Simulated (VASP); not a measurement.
# C (Fd-3m) in VASP: single point with PBE

Aim: the single point of C with PBE.

Program: VASP 6.6.1. These are calculated values, not measurements. Logs are shortened: lines on timing, memory, paths and dates and some standing lists are left out, and cuts for length are marked.

**1. The cell of the first run**

The structure is cubic, space group Fd-3m (No. 227). Conventional cell: a = 3.567 Å, b = 3.567 Å, c = 3.567 Å, α = 90.00°, β = 90.00°, γ = 90.00°. Within 2.1 Å of C (site symmetry -43m) lie 4 C at 1.54 Å.

**2. Single point, PBE**

Input file INCAR:

```
PREC = Accurate
ENCUT = 600
EDIFF = 1E-6
ISMEAR = 0
SIGMA = 0.01
LREAL = F
LASPH = T
NELM = 120
ALGO = Normal
ISIF = 2
LWAVE = F
LCHARG = T
GGA = PE
LELF = T
LVHAR = T
NBANDS = 11
GGA_COMPAT = F
```

Input file KPOINTS:

```
regular mesh
0
Gamma
  5 5 5
```

Input file POSCAR:

```
C
1.0
    0.0000000000      1.7833700000      1.7833700000
    1.7833700000      0.0000000000      1.7833700000
    1.7833700000      1.7833700000      0.0000000000
C
2
Direct
    0.0000000000      0.0000000000      0.0000000000
    0.2500000000      0.2500000000      0.2500000000
```

Potentials or basis: VASP PAW PBE potentials, release 64 (C).

Command:

```bash
$ cat potpaw_PBE.64/C/POTCAR > POTCAR
$ mpirun -np 1 vasp_std > vasp.out
```

OUTCAR:

```text
PREC = Accurate
   ENCUT = 600
   EDIFF = 1E-6
   ISMEAR = 0
   LREAL = F
   LASPH = T
   NELM = 120
   ISIF = 2
   GGA = PE

 ion  position               nearest neighbor table
   1  0.000  0.000  0.000-   2 1.54   2 1.54   2 1.54   2 1.54
   2  0.250  0.250  0.250-   1 1.54   1 1.54   1 1.54   1 1.54

  LATTYP: Found a face centered cubic cell.
 ALAT       =     3.5667400000

  Lattice vectors:

 A1 = (   0.0000000000,   1.7833700000,   1.7833700000)
 A2 = (   1.7833700000,   0.0000000000,   1.7833700000)
 A3 = (   1.7833700000,   1.7833700000,   0.0000000000)

Analysis of symmetry for initial positions (statically):
=====================================================================
 Subroutine PRICEL returns:
 Original cell was already a primitive cell.

 Routine SETGRP: Setting up the symmetry group for a
 face centered cubic supercell.

 Subroutine GETGRP returns: Found 48 space group operations
 (whereof 24 operations were pure point group operations)
 out of a pool of 48 trial point group operations.

The static configuration has the point symmetry T_d .
 The point group associated with its full space group is O_h .

Analysis of symmetry for dynamics (positions and initial velocities):
=====================================================================
 Subroutine PRICEL returns:
 Original cell was already a primitive cell.

 Routine SETGRP: Setting up the symmetry group for a
 face centered cubic supercell.

 Subroutine GETGRP returns: Found 48 space group operations
 (whereof 24 operations were pure point group operations)
 out of a pool of 48 trial point group operations.

The dynamic configuration has the point symmetry T_d .
 The point group associated with its full space group is O_h .

 Subroutine INISYM returns: Found 48 space group operations
 (whereof 24 operations are pure point group operations),
 and found     1 'primitive' translations

----------------------------------------------------------------------------------------

                                     Primitive cell

  volume of cell :      11.3437

  direct lattice vectors                    reciprocal lattice vectors
     0.000000000  1.783370000  1.783370000    -0.280368067  0.280368067  0.280368067
     1.783370000  0.000000000  1.783370000     0.280368067 -0.280368067  0.280368067
     1.783370000  1.783370000  0.000000000     0.280368067  0.280368067 -0.280368067

  length of vectors
     2.522066041  2.522066041  2.522066041     0.485611737  0.485611737  0.485611737

  position of ions in fractional coordinates (direct lattice)
     0.000000000  0.000000000  0.000000000
     0.250000000  0.250000000  0.250000000

  ion indices of the primitive-cell ions
   primitive index   ion index
                 1           1
                 2           2

----------------------------------------------------------------------------------------

 KPOINTS: regular mesh

Automatic generation of k-mesh.
 Grid dimensions read from file:
 generate k-points for:    5    5    5

 Generating k-lattice:

  Cartesian coordinates                     Fractional coordinates (reciprocal lattice)
    -0.056073613  0.056073613  0.056073613     0.200000000  0.000000000  0.000000000
     0.056073613 -0.056073613  0.056073613     0.000000000  0.200000000  0.000000000
     0.056073613  0.056073613 -0.056073613     0.000000000  0.000000000  0.200000000

  Length of vectors
     0.097122347  0.097122347  0.097122347

  Shift w.r.t. Gamma in fractional coordinates (k-lattice)
     0.000000000  0.000000000  0.000000000

 Subroutine IBZKPT returns following result:
 ===========================================

 Found     10 irreducible k-points:

 Following reciprocal coordinates:
            Coordinates               Weight
  0.000000  0.000000  0.000000      1.000000
  0.200000  0.000000  0.000000      8.000000
  0.400000  0.000000  0.000000      8.000000
  0.200000  0.200000  0.000000      6.000000
  0.400000  0.200000  0.000000     24.000000
 -0.400000  0.200000  0.000000     24.000000
 -0.200000  0.200000  0.000000     12.000000
  0.400000  0.400000  0.000000      6.000000
 -0.400000  0.400000  0.000000     12.000000
 -0.400000  0.400000  0.200000     24.000000
   k-points           NKPTS =     10   k-points in BZ     NKDIM =     10   number of bands    NBANDS=     11
   number of dos      NEDOS =    301   number of ions     NIONS =      2
   total plane-waves  NPLWV =   8000
   dimension x,y,z NGX =    20 NGY =   20 NGZ =   20
   dimension x,y,z NGXF=    40 NGYF=   40 NGZF=   40
   ions per type =               2
   NGX,Y,Z   is equivalent  to a cutoff of  13.18, 13.18, 13.18 a.u.
   NGXF,Y,Z  is equivalent  to a cutoff of  26.37, 26.37, 26.37 a.u.
 SYSTEM =  unknown system
   PREC   = accura    normal or accurate (medium, high low for compatibility)
   ISTART =      0    job   : 0-new  1-cont  2-samecut
   ICHARG =      2    charge: 1-file 2-atom 10-const
   ISPIN  =      1    spin polarized calculation?
   LNONCOLLINEAR =      F non collinear calculations
   LSORBIT =      F    spin-orbit coupling
   LASPH  =      T    aspherical Exc in radial PAW
   ENCUT  =  600.0 eV  44.10 Ry    6.64 a.u.   5.04  5.04  5.04*2*pi/ulx,y,z
   NELM   =    120;   NELMIN=  2; NELMDL= -5     # of ELM steps
   EDIFF  = 0.1E-05   stopping-criterion for ELM
   LREAL  =      F    real-space projection
   EDIFFG = 0.1E-04   stopping-criterion for IOM
   NSW    =      0    number of steps for IOM
   IBRION =     -1    ionic relax: 0-MD 1-quasi-New 2-CG
   NFREE  =      0    steps in history (QN), initial steepest desc. (CG)
   ISIF   =      2    stress and relaxation
   ISYM   =      2    0-nonsym 1-usesym 2-fastsym
   POTIM  = 0.5000    time-step for ionic-motion
   TEBEG  =    0.0;   TEEND  =   0.0 temperature during run
   PSTRESS=    0.0 pullay stress
   NELECT =       8.0000    total number of electrons
   NUPDOWN=      -1.0000    fix difference up-down
   EMIN   =  10.00;   EMAX   =-10.00  energy-range for DOS
   EFERMI =   0.00;   METHOD = LEGACY
   ISMEAR =     0;   SIGMA  =   0.01  broadening in eV -4-tet -1-fermi 0-gaus
   EFERMI_NEDOS =   21; number of points for ismear=-14 and -15
   IALGO  =     38    algorithm
   IMIX   =      4    mixing-type and parameters
     AMIX     =   0.40;   BMIX     =  1.00
     AMIX_MAG =   1.60;   BMIX_MAG =  1.00
  volume/ion in A,a.u.               =       5.67        38.28
  Fermi-wavevector in a.u.,A,eV,Ry     =   1.457203  2.753714 28.891161  2.123440
  Thomas-Fermi vector in A             =   2.574032
   LORBIT       =      0    0 simple, 1 ext, 2 COOP (PROOUT), +10 PAW based schemes
   GGA     = PE    functional components
   LHFCALC =     F    Hartree Fock is set to
   AEXX    =    0.0000 exact exchange contribution
   IVDW    =     0    specifies the selected vdW correction
   LEPSILON=     F    determine dielectric tensor
   LRPA    =     F    only Hartree local field effects (RPA)
 non-spin polarized calculation
 Gauss-broadening in eV      SIGMA  =   0.01
  energy-cutoff  :      600.00
  volume of cell :       11.34
 maximum number of plane-waves:       384
   NGX =  9   NGY =  9   NGZ =  9

 number of electron       7.9999999 magnetization

 Free energy of the ion-electron system (eV)
  ---------------------------------------------------
  ext. energy  EPLUGINS =         0.00000000
  ---------------------------------------------------
  free energy    TOTEN  =       -18.15612520 eV

  energy without entropy =      -18.15612520  energy(sigma->0) =      -18.15612520

 E-fermi :   9.8413     XC(G=0): -13.2463

 val. band max:        9.7390960731   @ k =   0.0000   0.0000   0.0000
 cond. band min:      13.9044397386   @ k =   0.4000   0.4000   0.0000
 fundamental gap:      4.1653436654
 Fermi energy:         9.8413350711

 k-point     1 :       0.0000    0.0000    0.0000
  band No.  band energies     occupation
      1     -11.7415      2.00000
      2       9.7391      2.00000
      3       9.7391      2.00000
      4       9.7391      2.00000
      5      15.3266      0.00000
      6      15.3266      0.00000
      7      15.3266      0.00000
      8      23.0704      0.00000
      9      29.0305      0.00000
     10      36.2675      0.00000
     11      36.2675      0.00000

 k-point     2 :       0.2000    0.0000    0.0000
  band No.  band energies     occupation
      1     -10.6394      2.00000
      2       4.8566      2.00000
      3       8.4158      2.00000
      4       8.4158      2.00000
      5      17.0440      0.00000
      6      17.0440      0.00000
      7      17.4783      0.00000
      8      23.9636      0.00000
      9      30.2408      0.00000
     10      32.2259      0.00000
     11      32.2259      0.00000

 k-point     3 :       0.4000    0.0000    0.0000
  band No.  band energies     occupation
      1      -7.4758      2.00000
      2      -1.6746      2.00000
      3       7.1129      2.00000
      4       7.1129      2.00000
      5      18.1567      0.00000
      6      18.1567      0.00000
      7      18.4903      0.00000
      8      25.2917      0.00000
      9      31.0664      0.00000
     10      34.2595      0.00000
     11      34.2598      0.00000
[... 71 lines left out ...]
 k-point     9 :      -0.4000    0.4000    0.0000
  band No.  band energies     occupation
      1      -2.9790      2.00000
      2      -2.3665      2.00000
      3       0.9625      2.00000
      4       4.0448      2.00000
      5      15.0867      0.00000
      6      18.7327      0.00000
      7      24.8895      0.00000
      8      25.7289      0.00000
      9      29.6411      0.00000
     10      33.7824      0.00000
     11      37.0474      0.00000

 k-point    10 :      -0.4000    0.4000    0.2000
  band No.  band energies     occupation
      1      -4.8110      2.00000
      2      -0.4281      2.00000
      3       1.4172      2.00000
      4       3.3563      2.00000
      5      18.6908      0.00000
      6      19.5958      0.00000
      7      21.4871      0.00000
      8      24.8284      0.00000
      9      29.2745      0.00000
     10      32.3740      0.00000
     11      37.8628      0.00000

------------------------ aborting loop because EDIFF is reached ----------------------------------------

  FORCE on cell =-STRESS in cart. coord.  units (eV):
  Direction    XX          YY          ZZ          XY          YZ          ZX
  --------------------------------------------------------------------------------------
  -------------------------------------------------------------------------------------
  Total        0.1450651      0.1450651      0.1450651     -0.0000000      0.0000000     -0.0000000
  in kB       20.4889248     20.4889248     20.4889248     -0.0000000      0.0000000     -0.0000000
  external PRESSURE =      20.4889248 kB  Pullay stress =       0.0000000 kB

 VOLUME and BASIS-vectors are now :
 -----------------------------------------------------------------------------
  energy-cutoff  :      600.00
  volume of cell :       11.34
      direct lattice vectors                 reciprocal lattice vectors
     0.000000000  1.783370000  1.783370000    -0.280368067  0.280368067  0.280368067
     1.783370000  0.000000000  1.783370000     0.280368067 -0.280368067  0.280368067
     1.783370000  1.783370000  0.000000000     0.280368067  0.280368067 -0.280368067

 POSITION                                       TOTAL-FORCE (eV/Angst)
 -----------------------------------------------------------------------------------
      0.00000      0.00000      0.00000        -0.000000     -0.000000     -0.000000
      0.89168      0.89168      0.89168         0.000000      0.000000      0.000000
 -----------------------------------------------------------------------------------
    total drift:                                0.000000      0.000000      0.000000

  FREE ENERGIE OF THE ION-ELECTRON SYSTEM (eV)
  ---------------------------------------------------
  free  energy   TOTEN  =       -18.1561252040 eV

  energy  without entropy=      -18.1561252040  energy(sigma->0) =      -18.15612520
```

It took 4 s on 1 thread of Intel Xeon Platinum 8259CL at 2.50GHz (Skylake/Cascade Lake), shared host; peak memory 0.11 GiB.

Results:

| Property | Result |
| --- | --- |
| Free energy | -18.1561 eV |
| Pressure | 2.0 GPa |
| Band gap on the k mesh | 4.17 eV, indirect (least direct gap 5.59 eV) |

Levels at points of the mesh, in eV from the valence-band top:
```tsv
k point	band 2	band 3	band 4	band 5	band 6	band 7
(0.00, 0.00, 0.00)	0.00	0.00	0.00	5.59	5.59	5.59
```

Caveat: the k points lie up to 0.61 Å⁻¹ apart. A k mesh can miss the band edges.
